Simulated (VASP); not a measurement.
A run of VASP 6.6.1:

File INCAR:

```
SYSTEM = AlN
PREC = Accurate
ENCUT = 520
EDIFF = 1E-6
ISMEAR = -1
SIGMA = 0.1
LREAL = .FALSE.
LASPH = .TRUE.
NELM = 100
ALGO = Normal
ISIF = 2
LWAVE = .FALSE.
LCHARG = .TRUE.
GGA = PE
LELF = .TRUE.
LVHAR = .TRUE.
NBANDS = 11
```

File KPOINTS:

```
Automatic mesh
0
G
  15 15 15
  0 0 0
```

Contents of POSCAR:

```
AlN
1.0
    2.6144642393      0.0000000000      0.0000000000
    0.0000000000      2.6144642393      0.0000000000
    0.0000000000      0.0000000000      2.6144642393
Al N
1 1
Direct
    0.0000000000      0.0000000000      0.0000000000
    0.5000000000      0.5000000000      0.5000000000
```

Potentials or basis: VASP PAW PBE potentials, release 64 (Al, N).

Launch:

```console
$ cat potpaw_PBE.64/Al/POTCAR potpaw_PBE.64/N/POTCAR > POTCAR
$ mpirun -np 1 vasp_std > vasp.out
```

Hardware: 1 thread of AMD EPYC 7R13 Processor (Zen 3) (shared host).

Question: Estimate the wall time of this run.

Answer: Run time: 14 s on 1 thread of AMD EPYC 7R13 Processor (Zen 3), with other jobs on the host, peak memory 0.1 GiB. Counts: scf iterations 12, k points 120.
